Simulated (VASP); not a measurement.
# Au (P6_3/mmc) in VASP: notebook, part 2 of 2

VASP 6.6.1. Earlier steps stand in the parts before.

### Step 3. Single point, PBEsol (strain -0.025 along x and y, -0.025 along z)

The input, INCAR:

```
ALGO     = Fast           # electronic algorithm
EDIFF    = 1E-6           # SCF threshold, eV
ENCUT    = 520            # plane-wave cutoff, eV
GGA      = PS             # functional
ISIF     = 2              # what is computed and relaxed
ISMEAR   = 0              # smearing method
LASPH    = T              # aspherical terms in the spheres
LCHARG   = F              # write CHGCAR
LREAL    = F              # projectors in reciprocal space
LWAVE    = F              # write WAVECAR
NBANDS   = 18             # bands
NELM     = 80             # most SCF steps
PREC     = Accurate       # precision mode
SIGMA    = 0.15           # smearing width, eV
```

The input, KPOINTS:

```
k-points
0
Gamma
  24 24 12
```

The input, POSCAR:

```
Au
1.0
    2.7935603680      0.0000000000      0.0000000000
   -1.3967801840      2.4192942457      0.0000000000
    0.0000000000      0.0000000000      4.6708135634
Au
2
Direct
    0.3333333333      0.6666666667      0.7500000000
    0.6666666667      0.3333333333      0.2500000000
```

Potentials or basis: VASP PAW PBE potentials, release 64 (Au).

On the command line:

```
$ cat potpaw_PBE.64/Au/POTCAR > POTCAR
$ mpirun -np 1 vasp_std > vasp.out
```

OUTCAR:

```text
EDIFF = 1E-6
   ENCUT = 520
   GGA = PS
   ISIF = 2
   ISMEAR = 0
   LASPH = T
   LREAL = F
   NELM = 80
   PREC = Accurate

 ion  position               nearest neighbor table
   1  0.333  0.667  0.750-   2 2.84   2 2.84   2 2.84   2 2.84   2 2.84   2 2.84
   2  0.667  0.333  0.250-   1 2.84   1 2.84   1 2.84   1 2.84   1 2.84   1 2.84

  LATTYP: Found a hexagonal cell.
 ALAT       =     2.7935603680
 C/A-ratio  =     1.6719930655

  Lattice vectors:

 A1 = (   2.7935603680,   0.0000000000,   0.0000000000)
 A2 = (  -1.3967801840,   2.4192942457,   0.0000000000)
 A3 = (   0.0000000000,   0.0000000000,   4.6708135634)

Analysis of symmetry for initial positions (statically):
=====================================================================
 Subroutine PRICEL returns:
 Original cell was already a primitive cell.

 Routine SETGRP: Setting up the symmetry group for a
 hexagonal supercell.

 Subroutine GETGRP returns: Found 24 space group operations
 (whereof 12 operations were pure point group operations)
 out of a pool of 24 trial point group operations.

The static configuration has the point symmetry D_3d.
 The point group associated with its full space group is D_6h.

Analysis of symmetry for dynamics (positions and initial velocities):
=====================================================================
 Subroutine PRICEL returns:
 Original cell was already a primitive cell.

 Routine SETGRP: Setting up the symmetry group for a
 hexagonal supercell.

 Subroutine GETGRP returns: Found 24 space group operations
 (whereof 12 operations were pure point group operations)
 out of a pool of 24 trial point group operations.

The dynamic configuration has the point symmetry D_3d.
 The point group associated with its full space group is D_6h.

 Subroutine INISYM returns: Found 24 space group operations
 (whereof 12 operations are pure point group operations),
 and found     1 'primitive' translations

[... 108 lines left out ...]
   EFERMI =   0.00;   METHOD = LEGACY
   ISMEAR =     0;   SIGMA  =   0.15  broadening in eV -4-tet -1-fermi 0-gaus
   EFERMI_NEDOS =   21; number of points for ismear=-14 and -15
   IALGO  =     68    algorithm
   IMIX   =      4    mixing-type and parameters
     AMIX     =   0.40;   BMIX     =  1.00
     AMIX_MAG =   1.60;   BMIX_MAG =  1.00
  volume/ion in A,a.u.               =      15.78       106.51
  Fermi-wavevector in a.u.,A,eV,Ry     =   1.451452  2.742846 28.663563  2.106712
  Thomas-Fermi vector in A             =   2.568947
   LORBIT       =      0    0 simple, 1 ext, 2 COOP (PROOUT), +10 PAW based schemes
   GGA     = PS    functional components
   LHFCALC =     F    Hartree Fock is set to
   AEXX    =    0.0000 exact exchange contribution
   IVDW    =     0    specifies the selected vdW correction
   LEPSILON=     F    determine dielectric tensor
   LRPA    =     F    only Hartree local field effects (RPA)
 non-spin polarized calculation
 RMM-DIIS sequential band-by-band and
 Gauss-broadening in eV      SIGMA  =   0.15
  energy-cutoff  :      520.00
  volume of cell :       31.57
 maximum number of plane-waves:       869
 NGX is ok and might be reduce to    24
   NGX = 11   NGY = 11   NGZ = 17

 number of electron      21.9999999 magnetization

 Free energy of the ion-electron system (eV)
  ---------------------------------------------------
  ext. energy  EPLUGINS =         0.00000000
  ---------------------------------------------------
  free energy    TOTEN  =        -7.72147167 eV

  energy without entropy =       -7.71292799  energy(sigma->0) =       -7.71719983

 E-fermi :  10.5897     XC(G=0): -13.3434

 val. band max:       10.5833971121   @ k =   0.3333   0.1667   0.1667
 cond. band min:      10.5919380470   @ k =   0.3750   0.1250   0.2500
 fundamental gap:      0.0085409350
 Fermi energy:        10.5897497302

 k-point     1 :       0.0000    0.0000    0.0000
  band No.  band energies     occupation
      1      -0.1528      2.00000
      2       2.4572      2.00000
      3       5.3147      2.00000
      4       5.6056      2.00000
      5       5.6056      2.00000
      6       5.9750      2.00000
[... 481 lines left out ...]
      5       5.7994      2.00000
      6       6.1233      2.00000
[... 10 lines left out ...]
     17      22.8195      0.00000
     18      25.6261      0.00000

 [... further k-points ...]
[... 5 lines left out ...]
  --------------------------------------------------------------------------------------
  -------------------------------------------------------------------------------------
  Total        3.1849735      3.1849735      3.1090013      0.0000000     -0.0000000      0.0000000
  in kB      161.6505265    161.6505265    157.7946247      0.0000000     -0.0000000      0.0000000
  external PRESSURE =     160.3652259 kB  Pullay stress =       0.0000000 kB

 VOLUME and BASIS-vectors are now :
 -----------------------------------------------------------------------------
  energy-cutoff  :      520.00
  volume of cell :       31.57
      direct lattice vectors                 reciprocal lattice vectors
     2.793560368  0.000000000  0.000000000     0.357966132  0.206671843  0.000000000
    -1.396780184  2.419294246  0.000000000     0.000000000  0.413343686  0.000000000
     0.000000000  0.000000000  4.670813563     0.000000000  0.000000000  0.214095465

 POSITION                                       TOTAL-FORCE (eV/Angst)
 -----------------------------------------------------------------------------------
     -0.00000      1.61286      3.50311        -0.000000      0.000000      0.000000
      1.39678      0.80643      1.16770         0.000000     -0.000000      0.000000
 -----------------------------------------------------------------------------------
    total drift:                               -0.000000      0.000000     -0.000000

  FREE ENERGIE OF THE ION-ELECTRON SYSTEM (eV)
  ---------------------------------------------------
  free  energy   TOTEN  =        -7.7214716656 eV

  energy  without entropy=       -7.7129279893  energy(sigma->0) =       -7.71719983
```

stdout:

```text
POSCAR found type information on POSCAR Au
 POSCAR found :  1 types and       2 ions
 scaLAPACK will be used
 -----------------------------------------------------------------------------
|                                                                             |
|                                                                             |
|     You enforced a specific xc type in the INCAR file but a different       |
|     I HOPE YOU KNOW WHAT YOU ARE DOING!                                     |
|                                                                             |
 -----------------------------------------------------------------------------

 LDA part: xc-table for (Slater+PW92), standard interpolation
 POSCAR, INCAR and KPOINTS ok, starting setup
 FFT: planning ... GRIDC
 FFT: planning ... GRID_SOFT
 FFT: planning ... GRID
 WAVECAR not read
 entering main loop
```

Wall time 1.8 min (1 thread of AMD EPYC 9R45 (Zen 5), shared host); peak memory 0.28 GiB.

Results:

```
Free energy            : -7.7215 eV
Pressure               : 16.0 GPa
Band gap on the k mesh : zero (bands 11 and 12 overlap by 7.50 eV)
```

Stress tensor (GPa, compression positive):
```
16.17  0.00  0.00
 0.00 16.17  0.00
 0.00  0.00 15.78
```

Caveat: the cell differs from its parent crystal (strain -0.025 along x and y, -0.025 along z); the cell stands under pressure; the PAW data sets were made with another functional, which shifts forces and pressure a little; spin-orbit coupling is left out, which moves the levels of the heavy elements.

### Step 4. Single point, PBEsol (strain -0.050 along x and y, +0.050 along z)

The input, INCAR:

```
SYSTEM = Au
  PREC = Accurate
  ENCUT = 520
  EDIFF = 1E-7
  ISMEAR = 0
  SIGMA = 0.15
  LREAL = .FALSE.
  LASPH = .TRUE.
  NELM = 100
  ALGO = Fast
  ISIF = 2
  LWAVE = .FALSE.
  LCHARG = .FALSE.
  GGA = PS
  NBANDS = 18
```

The input, KPOINTS:

```
regular mesh
0
G
  24 24 12
  0 0 0
```

The input, POSCAR:

```
Au
1.0
    2.7219306150      0.0000000000      0.0000000000
   -1.3609653075      2.3572610599      0.0000000000
    0.0000000000      0.0000000000      5.0301069144
Au
2
Direct
    0.3333333333      0.6666666667      0.7500000000
    0.6666666667      0.3333333333      0.2500000000
```

On the command line:

```
$ cat potpaw_PBE.64/Au/POTCAR > POTCAR
$ mpirun -np 1 vasp_std > vasp.out
```

Wall time 1.7 min (1 thread of AMD EPYC 9R45 (Zen 5), shared host); peak memory 0.28 GiB.

Results (log left out):

```yaml
Free_energy: -7.6774 eV
Pressure: 14.0 GPa
Band_gap_on_the_k_mesh: zero (bands 11 and 12 overlap by 7.48 eV)
```

Stress tensor (GPa, compression positive):
```
19.58  0.00  0.00
 0.00 19.58  0.00
 0.00  0.00  2.89
```

Levels at points of the mesh, in eV from the Fermi level:
```tsv
k point	band 9	band 10	band 11	band 12	band 13	band 14
(0.00, 0.00, 0.00)	-3.24	-2.21	-2.21	-2.09	1.74	13.88
(0.50, 0.00, 0.00)	-1.49	-1.38	0.59	2.14	5.55	6.93
(0.00, 0.00, 0.50)	-2.63	-2.63	-2.63	-2.63	8.85	8.85
(0.50, 0.00, 0.50)	-1.43	-1.43	0.39	0.39	4.70	4.70
```

Caveat: the cell differs from its parent crystal (strain -0.050 along x and y, +0.050 along z); the stress differs along the axes, from 3 to 20 GPa; the PAW data sets were made with another functional, which shifts forces and pressure a little; spin-orbit coupling is left out, which moves the levels of the heavy elements.

### Step 5. Single point, PBEsol (strain +0.000 along x and y, -0.050 along z)

The input, INCAR:

```
SYSTEM = Au
PREC = Accurate
ENCUT = 520
EDIFF = 1E-7
ISMEAR = 0
SIGMA = 0.15
LREAL = .False.
LASPH = .True.
NELM = 100
ALGO = Fast
ISIF = 2
LWAVE = .False.
LCHARG = .False.
GGA = PS
NBANDS = 18
```

The input, KPOINTS:

```
regular mesh
0
Gamma
  24 24 12
  0 0 0
```

The input, POSCAR:

```
Au
1.0
    2.8651901210      0.0000000000      0.0000000000
   -1.4325950605      2.4813274315      0.0000000000
    0.0000000000      0.0000000000      4.5510491130
Au
2
Direct
    0.3333333333      0.6666666667      0.7500000000
    0.6666666667      0.3333333333      0.2500000000
```

On the command line:

```
$ cat potpaw_PBE.64/Au/POTCAR > POTCAR
$ mpirun -np 1 vasp_std > vasp.out
```

Run time: 79 s. Hardware: 1 thread of Intel Xeon 6975P-C (Granite Rapids), shared host; peak memory 0.31 GiB.

The run converged. Its results:

| Property | Result |
| --- | --- |
| Free energy | -7.7644 eV |
| Pressure | 10.3 GPa |
| Band gap on the k mesh | zero (bands 11 and 12 overlap by 7.18 eV) |

Stress tensor (GPa, compression positive):
```
 8.19  0.00  0.00
 0.00  8.19  0.00
 0.00  0.00 14.51
```

Levels at points of the mesh, in eV from the Fermi level:
```csv
k point,band 7,band 8,band 9,band 10,band 11,band 12,band 13,band 14,band 15,band 16
"(0.00, 0.00, 0.00)",-4.37,-4.00,-4.00,-2.18,-2.18,-0.99,3.73,14.24,16.63,16.92
"(0.50, 0.00, 0.00)",-4.11,-2.05,-1.77,-1.75,0.24,1.45,6.29,7.87,8.11,9.82
"(0.00, 0.00, 0.50)",-4.93,-4.93,-2.68,-2.68,-2.68,-2.68,12.24,12.24,14.64,14.64
"(0.50, 0.00, 0.50)",-2.49,-2.49,-1.88,-1.88,0.29,0.29,4.17,4.17,13.71,13.71
```

Caveat: the cell differs from its parent crystal (strain +0.000 along x and y, -0.050 along z); the stress differs along the axes, from 8 to 15 GPa; the PAW data sets were made with another functional, which shifts forces and pressure a little; spin-orbit coupling is left out, which moves the levels of the heavy elements.

### Step 6. Summary

| cell | further INCAR settings | gap on the mesh (eV) | pressure (GPa) |
| --- | --- | --- | --- |
| a = 2.722, b = 2.722, c = 4.910 Å, angles 90.0, 90.0, 120.0°, 2 atoms | ALGO = Fast; EDIFF = 1e-06; NBANDS = 18 | none | 18.8 |
| a = 2.794, b = 2.794, c = 4.671 Å, angles 90.0, 90.0, 120.0°, 2 atoms | ALGO = Fast; EDIFF = 1e-06; NBANDS = 18 | none | 16.0 |
| a = 2.722, b = 2.722, c = 5.030 Å, angles 90.0, 90.0, 120.0°, 2 atoms | ALGO = Fast; EDIFF = 1e-07; NBANDS = 18 | none | 14.0 |
| a = 2.865, b = 2.865, c = 4.551 Å, angles 90.0, 90.0, 120.0°, 2 atoms | ALGO = Fast; EDIFF = 1e-07; NBANDS = 18 | none | 10.3 |

Alike in all rows: task single point; level PBEsol; potentials or basis VASP PAW PBE potentials, release 64 (Au); no spin polarisation; k mesh 24 × 24 × 12; cutoff (eV) 520; smearing gaussian 0.15 eV.

Caveats: the PAW data sets were made with another functional, which shifts forces and pressure a little; spin-orbit coupling is left out, which moves the levels of the heavy elements; the stress differs along the axes, from 9 to 23 GPa (at least some runs); the cell stands under pressure (at least some runs); the stress differs along the axes, from 3 to 20 GPa (at least some runs); the stress differs along the axes, from 8 to 15 GPa (at least some runs).

Absolute energies hang on the potentials; compare differences alone.

The gap in the log of VASP goes by the Fermi energy; the results here count the filled bands.